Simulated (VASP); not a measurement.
# H2CO in VASP: further runs

Runs on H2CO. Level: PBE+D3(BJ). Tasks: single point.

Everything below comes from runs of VASP 6.6.1. Logs are shortened: lines on timing, memory, paths and dates and some standing lists are left out, and cuts for length are marked.

## Step 1: The cell of the first run

The cell holds an amorphous packing of atoms, 32 atoms: a = 7.873 Å, b = 7.873 Å, c = 7.873 Å, α = 90.00°, β = 90.00°, γ = 90.00°.

## Step 2: Single point, PBE+D3(BJ)

Input file INCAR:

```
PREC     = Accurate       # precision mode
ENCUT    = 520            # plane-wave cutoff, eV
EDIFF    = 1E-7           # SCF threshold, eV
ISMEAR   = -1             # smearing method
SIGMA    = 0.02           # smearing width, eV
LREAL    = Auto         
LASPH    = T              # aspherical terms in the spheres
NELM     = 80             # most SCF steps
ALGO     = Normal         # electronic algorithm
ISIF     = 2              # what is computed and relaxed
LWAVE    = F              # write WAVECAR
LCHARG   = T              # write CHGCAR
GGA      = PE             # functional
IVDW     = 12             # dispersion correction
LELF     = T              # ELF
LVHAR    = T            
NBANDS   = 70             # bands
```

Input file KPOINTS:

```
regular mesh
0
Gamma
  1 1 1
```

Input file POSCAR:

```
H2CO
1.0
    7.8729940000      0.0000000000      0.0000000000
    0.0000000000      7.8729940000      0.0000000000
    0.0000000000      0.0000000000      7.8729940000
O C H
8 8 16
Direct
    0.7437069049     -0.0842373308      0.6982350044
   -0.0212879624     -0.0339261023      0.1525340931
    0.2718279729      0.7066816004      0.5696181148
    0.8764264268      0.3971297323      0.4989207410
    0.4599774876      0.3557477625      0.6444435243
    0.3682207811      0.7449897714      0.1542361140
    1.0380421984      0.4245906957      0.0854820923
    0.4718154237      0.2831324398      0.0788137270
    0.6583645307     -0.1356790060      0.8135405667
    0.1115712777      0.0337228759      0.1383082472
    0.1354376747      0.7484446197      0.5189512402
    0.7780521616      0.2977647385      0.5866256217
    0.3560017955      0.4084850058      0.7474919961
    0.4178842255      0.6221521317      0.2243365104
    0.9745974657      0.4894072065     -0.0339769089
    0.5616414797      0.1878573767      0.1605742364
    0.6584407406     -0.2725138619      0.8676622896
    0.5983873479     -0.0430204824      0.8949454299
    0.1790170296      0.0767687617      0.2493333540
    0.1728313269      0.0660866755      0.0137939899
    0.1200178738      0.8406585855      0.4167410772
    0.0137304817      0.7154965443      0.5874258255
    0.7230540249      0.1760194406      0.5428430404
    0.7382451962      0.3447735385      0.7092981399
    0.2231552571      0.3527120686      0.7624926426
    0.3435287770      0.5295825197      0.8096665640
    0.5591265534      0.5710534010      0.2082562237
    0.3243365866      0.5497273337      0.3210087547
    0.8489146569      0.4454468021     -0.0847962033
    1.0187737981      0.6114446423     -0.0855328989
    0.5045094662      0.0698844683      0.2023626590
    0.6996829923      0.2252637307      0.1978789772
```

Potentials or basis: VASP PAW PBE potentials, release 64 (O, C, H).

Command:

```
> cat potpaw_PBE.64/O/POTCAR potpaw_PBE.64/C/POTCAR potpaw_PBE.64/H/POTCAR > POTCAR
> mpirun -np 1 vasp_gam > vasp.out
```

OUTCAR:

```text
PREC = Accurate
   ENCUT = 520
   EDIFF = 1E-7
   ISMEAR = -1
   LREAL = Auto
   LASPH = T
   NELM = 80
   ISIF = 2
   GGA = PE
   IVDW = 12
 IVDW          = 12

 ion  position               nearest neighbor table
   1  0.744  0.916  0.698-   9 1.20
   2  0.979  0.966  0.153-  10 1.18
   3  0.272  0.707  0.570-  11 1.19
   4  0.876  0.397  0.499-  12 1.30
   5  0.460  0.356  0.644-  13 1.23
   6  0.368  0.745  0.154-  14 1.18
   7  0.038  0.425  0.085-  15 1.18
   8  0.472  0.283  0.079-  16 1.22
   9  0.658  0.864  0.814-  18 1.08  17 1.16   1 1.20
  10  0.112  0.034  0.138-  19 1.08  20 1.12   2 1.18
  11  0.135  0.748  0.519-  21 1.09  22 1.13   3 1.19
  12  0.778  0.298  0.587-  24 1.08  23 1.11   4 1.30
  13  0.356  0.408  0.747-  26 1.08  25 1.14   5 1.23
  14  0.418  0.622  0.224-   6 1.18  27 1.19  28 1.20
  15  0.975  0.489  0.966-  30 1.10  29 1.12   7 1.18
  16  0.562  0.188  0.161-  31 1.08  32 1.16   8 1.22
  17  0.658  0.727  0.868-   9 1.16
  18  0.598  0.957  0.895-   9 1.08
  19  0.179  0.077  0.249-  10 1.08
  20  0.173  0.066  0.014-  10 1.12
  21  0.120  0.841  0.417-  11 1.09
  22  0.014  0.715  0.587-  11 1.13
[... 8 lines left out ...]
  31  0.505  0.070  0.202-  16 1.08
  32  0.700  0.225  0.198-  16 1.16

  LATTYP: Found a simple cubic cell.
 ALAT       =     7.8729940000

  Lattice vectors:

 A1 = (   7.8729940000,   0.0000000000,   0.0000000000)
 A2 = (   0.0000000000,   7.8729940000,   0.0000000000)
 A3 = (   0.0000000000,   0.0000000000,   7.8729940000)

Analysis of symmetry for initial positions (statically):
=====================================================================
 Subroutine PRICEL returns:
 Original cell was already a primitive cell.

 Routine SETGRP: Setting up the symmetry group for a
 simple cubic supercell.

 Subroutine GETGRP returns: Found  1 space group operations
 (whereof  1 operations were pure point group operations)
 out of a pool of 48 trial point group operations.

The static configuration has the point symmetry C_1 .

Analysis of symmetry for dynamics (positions and initial velocities):
=====================================================================
 Subroutine PRICEL returns:
 Original cell was already a primitive cell.

 Routine SETGRP: Setting up the symmetry group for a
 simple cubic supercell.

 Subroutine GETGRP returns: Found  1 space group operations
 (whereof  1 operations were pure point group operations)
 out of a pool of 48 trial point group operations.

The dynamic configuration has the point symmetry C_1 .

 Subroutine INISYM returns: Found  1 space group operations
 (whereof  1 operations are pure point group operations),
 and found     1 'primitive' translations

----------------------------------------------------------------------------------------

                                     Primitive cell

  volume of cell :     487.9999

  direct lattice vectors                    reciprocal lattice vectors
     7.872994000  0.000000000  0.000000000     0.127016482  0.000000000  0.000000000
     0.000000000  7.872994000  0.000000000     0.000000000  0.127016482  0.000000000
     0.000000000  0.000000000  7.872994000     0.000000000  0.000000000  0.127016482

  length of vectors
     7.872994000  7.872994000  7.872994000     0.127016482  0.127016482  0.127016482

  position of ions in fractional coordinates (direct lattice)
     0.743706905  0.915762669  0.698235004
     0.978712038  0.966073898  0.152534093
     0.271827973  0.706681600  0.569618115
     0.876426427  0.397129732  0.498920741
     0.459977488  0.355747763  0.644443524
     0.368220781  0.744989771  0.154236114
[... 24 lines left out ...]
     0.504509466  0.069884468  0.202362659
     0.699682992  0.225263731  0.197878977

  ion indices of the primitive-cell ions
   primitive index   ion index
                 1           1
                 2           2
                 3           3
                 4           4
                 5           5
                 6           6
[... 24 lines left out ...]
                31          31
                32          32

----------------------------------------------------------------------------------------

 KPOINTS: regular mesh

Automatic generation of k-mesh.
 Grid dimensions read from file:
 generate k-points for:    1    1    1

 Generating k-lattice:

  Cartesian coordinates                     Fractional coordinates (reciprocal lattice)
     0.127016482  0.000000000  0.000000000     1.000000000  0.000000000  0.000000000
     0.000000000  0.127016482  0.000000000     0.000000000  1.000000000  0.000000000
     0.000000000  0.000000000  0.127016482     0.000000000  0.000000000  1.000000000

  Length of vectors
     0.127016482  0.127016482  0.127016482

  Shift w.r.t. Gamma in fractional coordinates (k-lattice)
     0.000000000  0.000000000  0.000000000

 Subroutine IBZKPT returns following result:
 ===========================================

 Found      1 irreducible k-points:

 Following reciprocal coordinates:
            Coordinates               Weight
  0.000000  0.000000  0.000000      1.000000
   k-points           NKPTS =      1   k-points in BZ     NKDIM =      1   number of bands    NBANDS=     70
   number of dos      NEDOS =    301   number of ions     NIONS =     32
   total plane-waves  NPLWV = 216000
   dimension x,y,z NGX =    60 NGY =   60 NGZ =   60
   dimension x,y,z NGXF=   120 NGYF=  120 NGZF=  120
   ions per type =               8   8  16
   NGX,Y,Z   is equivalent  to a cutoff of  12.67, 12.67, 12.67 a.u.
   NGXF,Y,Z  is equivalent  to a cutoff of  25.34, 25.34, 25.34 a.u.
 SYSTEM =  unknown system
   PREC   = accura    normal or accurate (medium, high low for compatibility)
   ISTART =      0    job   : 0-new  1-cont  2-samecut
   ICHARG =      2    charge: 1-file 2-atom 10-const
   ISPIN  =      1    spin polarized calculation?
   LNONCOLLINEAR =      F non collinear calculations
   LSORBIT =      F    spin-orbit coupling
   LASPH  =      T    aspherical Exc in radial PAW
   ENCUT  =  520.0 eV  38.22 Ry    6.18 a.u.  14.64 14.64 14.64*2*pi/ulx,y,z
   NELM   =     80;   NELMIN=  2; NELMDL= -5     # of ELM steps
   EDIFF  = 0.1E-06   stopping-criterion for ELM
   LREAL  =      T    real-space projection
   EDIFFG = 0.1E-05   stopping-criterion for IOM
   NSW    =      0    number of steps for IOM
   IBRION =     -1    ionic relax: 0-MD 1-quasi-New 2-CG
   NFREE  =      0    steps in history (QN), initial steepest desc. (CG)
   ISIF   =      2    stress and relaxation
   ISYM   =      2    0-nonsym 1-usesym 2-fastsym
   POTIM  = 0.5000    time-step for ionic-motion
   TEBEG  =    0.0;   TEEND  =   0.0 temperature during run
   PSTRESS=    0.0 pullay stress
   NELECT =      96.0000    total number of electrons
   NUPDOWN=      -1.0000    fix difference up-down
   EMIN   =  10.00;   EMAX   =-10.00  energy-range for DOS
   EFERMI =   0.00;   METHOD = LEGACY
   ISMEAR =    -1;   SIGMA  =   0.02  broadening in eV -4-tet -1-fermi 0-gaus
   EFERMI_NEDOS =   21; number of points for ismear=-14 and -15
   IALGO  =     38    algorithm
   IMIX   =      4    mixing-type and parameters
     AMIX     =   0.40;   BMIX     =  1.00
     AMIX_MAG =   1.60;   BMIX_MAG =  1.00
  volume/ion in A,a.u.               =      15.25       102.91
  Fermi-wavevector in a.u.,A,eV,Ry     =   0.952121  1.799247 12.334140  0.906534
  Thomas-Fermi vector in A             =   2.080654
   LORBIT       =      0    0 simple, 1 ext, 2 COOP (PROOUT), +10 PAW based schemes
   GGA     = PE    functional components
   LHFCALC =     F    Hartree Fock is set to
   AEXX    =    0.0000 exact exchange contribution
   IVDW    =    12    specifies the selected vdW correction
   LEPSILON=     F    determine dielectric tensor
   LRPA    =     F    only Hartree local field effects (RPA)
 non-spin polarized calculation
  energy-cutoff  :      520.00
  volume of cell :      488.00
 maximum number of plane-waves:      6603
 NGX is ok and might be reduce to    60
   NGX = 29   NGY = 29   NGZ = 29

 number of electron      96.0000003 magnetization

 Free energy of the ion-electron system (eV)
  ---------------------------------------------------
  ext. energy  EPLUGINS =         0.00000000
  ---------------------------------------------------
  free energy    TOTEN  =      -176.64746575 eV

  energy without entropy =     -176.64746575  energy(sigma->0) =     -176.64746575

 E-fermi :  -2.3574     XC(G=0):  -6.0582

 val. band max:       -2.8932969603   @ k =   0.0000   0.0000   0.0000
 cond. band min:      -0.2176193334   @ k =   0.0000   0.0000   0.0000
 fundamental gap:      2.6756776269
 Fermi energy:        -2.3574077040

 k-point     1 :       0.0000    0.0000    0.0000
  band No.  band energies     occupation
      1     -24.4380      2.00000
      2     -24.2753      2.00000
      3     -24.2186      2.00000
      4     -24.1803      2.00000
      5     -24.1622      2.00000
      6     -24.0654      2.00000
[... 52 lines left out ...]
     59       3.3833      0.00000
     60       3.6010      0.00000
 [bands above 60 left out]

------------------------ aborting loop because EDIFF is reached ----------------------------------------

 Edisp (eV)   -1.15237

 E8    (eV) :    -0.2634

  FORCE on cell =-STRESS in cart. coord.  units (eV):
  Direction    XX          YY          ZZ          XY          YZ          ZX
  --------------------------------------------------------------------------------------
  -------------------------------------------------------------------------------------
  Total       0.21483     3.36318     3.86882    -3.10877    -0.84478     5.15060
  in kB       0.70532    11.04181    12.70191   -10.20655    -2.77354    16.91019
  external pressure =        8.15 kB  Pullay stress =        0.00 kB

 VOLUME and BASIS-vectors are now :
 -----------------------------------------------------------------------------
  energy-cutoff  :      520.00
  volume of cell :      488.00
      direct lattice vectors                 reciprocal lattice vectors
     7.872994000  0.000000000  0.000000000     0.127016482  0.000000000  0.000000000
     0.000000000  7.872994000  0.000000000     0.000000000  0.127016482  0.000000000
     0.000000000  0.000000000  7.872994000     0.000000000  0.000000000  0.127016482

 POSITION                                       TOTAL-FORCE (eV/Angst)
 -----------------------------------------------------------------------------------
      5.85520      7.20979      5.49720         0.696040     -0.250337     -1.474749
      7.70539      7.60589      1.20090        -3.200525     -1.750938     -0.030288
      2.14010      5.56370      4.48460         2.179687     -0.928276      0.771339
      6.90010      3.12660      3.92800        -2.513569     -3.090988      2.059124
      3.62140      2.80080      5.07370        -0.415191      0.238255      0.961280
      2.89900      5.86530      1.21430        -0.785463      2.683268     -1.744602
[... 24 lines left out ...]
      3.97200      0.55020      1.59320         0.184058     -1.040016      0.471590
      5.50860      1.77350      1.55790        -1.140635     -0.529972     -0.256925
 -----------------------------------------------------------------------------------
    total drift:                                0.017978     -0.006422     -0.012468

  FREE ENERGIE OF THE ION-ELECTRON SYSTEM (eV)
  ---------------------------------------------------
  free  energy   TOTEN  =      -177.7998338327 eV

  energy  without entropy=     -177.7998338327  energy(sigma->0) =     -177.79983383
```

Run time: 86 s. Hardware: 1 thread of Intel Xeon Platinum 8375C at 2.90GHz (Ice Lake), shared host; peak memory 0.47 GiB.

Results:

| Item | Value |
| --- | --- |
| Free energy | -177.7998 eV |
| Pressure | 0.8 GPa |
| Largest force | 4.851 eV/Å |
| Band gap on the k mesh | 2.68 eV |
| Dispersion energy per atom | -0.036 eV |

Forces in eV/Å, atoms in the order of the input:
```
O    0.696 -0.250 -1.475
O   -3.201 -1.751 -0.030
O    2.180 -0.928  0.771
O   -2.514 -3.091  2.059
O   -0.415  0.238  0.961
O   -0.785  2.683 -1.745
O    1.614 -1.608  2.218
O   -0.107  0.509 -0.488
C    0.520 -1.053  1.753
C    2.331  1.575 -1.044
C   -2.668  1.131  0.559
C    2.567  3.129 -2.674
C   -1.962 -0.583 -1.503
C    0.967 -3.598  2.664
C   -2.182  1.494 -1.441
C    1.118  0.953  0.272
H   -0.144  0.721 -0.867
H   -1.056  0.479  0.620
H    0.865  0.402  0.926
H   -0.094 -0.168  0.035
H   -0.067  0.164 -0.784
H    0.301 -0.241 -0.352
H    0.326  0.117 -0.193
H   -0.086 -0.175  0.794
H    0.716 -0.813 -0.150
H    1.422  1.086  0.664
H   -1.593  0.472  0.277
H    1.592  0.493 -1.367
H    0.165 -0.181 -0.222
H    0.450  0.365 -0.454
H    0.184 -1.040  0.472
H   -1.141 -0.530 -0.257
```

Levels at points of the mesh, in eV from the valence-band top:
| k point | band 46 | band 47 | band 48 | band 49 | band 50 | band 51 |
| --- | --- | --- | --- | --- | --- | --- |
| (0.00, 0.00, 0.00) | -0.32 | -0.24 | 0.00 | 2.68 | 2.82 | 3.03 |

Caveat: the k points lie up to 0.80 Å⁻¹ apart.

## Step 3: Single point, PBE+D3(BJ)

Input file INCAR:

```
SYSTEM = H2CO
  PREC = Accurate
  ENCUT = 910
  EDIFF = 1E-6
  ISMEAR = -1
  SIGMA = 0.02
  LREAL = Auto
  LASPH = .TRUE.
  NELM = 120
  ALGO = Normal
  ISIF = 2
  LWAVE = .FALSE.
  LCHARG = .TRUE.
  GGA = PE
  IVDW = 12
  LELF = .TRUE.
  LVHAR = .TRUE.
  NBANDS = 70
  GGA_COMPAT = .FALSE.
```

Input file KPOINTS:

```
Automatic mesh
0
G
  1 1 1
  0 0 0
```

Input file POSCAR:

```
H2CO
1.0
    7.8729940000      0.0000000000      0.0000000000
    0.0000000000      7.8729940000      0.0000000000
    0.0000000000      0.0000000000      7.8729940000
O C H
8 8 16
Direct
    0.7350951874     -0.1205132380      0.7320721952
   -0.0285406035     -0.0554807993      0.1870063663
    0.2453069315      0.6819641930      0.6030615545
    0.8420938718      0.3863587347      0.5696943247
    0.4424365114      0.2358060987      0.6979047615
    0.4438972010      0.7905124785      0.1013210476
    1.0368863484      0.4147342167      0.0728820573
    0.4697323534      0.3092851335      0.1202719067
    0.6953771335     -0.1449131042      0.8797923636
    0.0777848935      0.0318684353      0.1084339706
    0.1267624489      0.7283506122      0.5240573027
    0.8311577527      0.2312335053      0.5451039338
    0.3402009452      0.3374065826      0.7417762544
    0.5089550430      0.6917190588      0.1987299876
    0.9640932027      0.5296079230      0.0046996098
    0.5088788331      0.2154453566      0.2336849234
    0.6988446835     -0.2774929080      0.9352858646
    0.6378640705     -0.0330877935      0.9476953748
    0.1331386763      0.1440112872      0.1556078920
    0.1114950678     -0.0067064702     -0.0158770602
    0.1163852024      0.8435545613      0.4482411647
    0.0034421467      0.6577040450      0.5338121685
    0.8371529306      0.1827767175      0.4163473261
    0.8361749037      0.1238537715      0.6515183423
    0.2038487518      0.3379527534      0.7005721076
    0.3649564575      0.4333040264      0.8464251338
    0.5785346718      0.5812274212      0.1576528574
    0.4854315906      0.7078882570      0.3446846270
    0.9044716661      0.5144675583     -0.1235362303
    0.9643599373      0.6682464130      0.0565858427
    0.6058178121      0.1052458569      0.2112792160
    0.4491683850      0.2305857213      0.3699228019
```

Potentials or basis: VASP PAW PBE potentials, release 64 (O_h, C_h, H_h).

Command:

```
> cat potpaw_PBE.64/O_h/POTCAR potpaw_PBE.64/C_h/POTCAR potpaw_PBE.64/H_h/POTCAR > POTCAR
> mpirun -np 1 vasp_gam > vasp.out
```

Run time: 1.7 min. Hardware: 1 thread of AMD EPYC 9R14 (Zen 4), shared host; peak memory 0.86 GiB.

It converged, with:

```yaml
Free_energy: -179.2350 eV
Pressure: -0.2 GPa
Largest_force: 3.546 eV/Å
Band_gap_on_the_k_mesh: 2.76 eV
Dispersion_energy_per_atom: -0.035 eV
```

Forces in eV/Å, atoms in the order of the input:
```
O    0.354 -0.495  0.379
O    1.119  1.211 -0.586
O    2.776 -0.631  1.208
O   -0.351 -1.861  0.065
O    1.395 -1.299 -1.001
O   -0.261  0.412 -0.388
O    0.315 -0.792  0.711
O   -0.103  0.507 -0.571
C   -0.532  0.447 -1.146
C   -2.434 -2.248  1.263
C   -3.295 -0.108 -0.418
C    1.046  0.805  1.943
C   -1.692  1.590  1.868
C   -1.256  0.668  2.302
C   -0.030  1.986 -0.774
C    0.248 -1.200  1.500
H    0.098  0.760  0.051
H    0.324 -0.674  0.443
H    0.721  1.420  0.919
H    0.610 -0.369 -1.668
H    0.456  0.746 -0.532
H    0.018 -0.037 -0.247
H   -0.303 -0.419 -0.890
H   -0.339  1.584 -1.112
H    0.134 -0.063 -0.369
H    0.124 -0.195 -0.582
H    0.715 -0.751 -0.344
H    0.482 -0.296 -1.247
H   -0.184 -0.100  0.121
H   -0.056 -1.157 -0.110
H   -0.843  0.895  0.407
H    0.744 -0.334 -1.193
```

Stress tensor (GPa, compression positive):
```
 0.45 -0.68  0.84
-0.68 -1.10  0.01
 0.84  0.01 -0.03
```

Levels at points of the mesh, in eV from the valence-band top:
```csv
k point,band 44,band 45,band 46,band 47,band 48,band 49,band 50,band 51,band 52,band 53
"(0.00, 0.00, 0.00)",-0.45,-0.34,-0.18,-0.05,0.00,2.76,2.81,3.07,3.14,3.32
```

Caveat: the k points lie up to 0.80 Å⁻¹ apart; the cutoff is under 1.25 times the usual one of these potentials, so pressure, stress and relaxed cells hold a basis-set (Pulay) error.

(Part 1 of 2 ends here.)
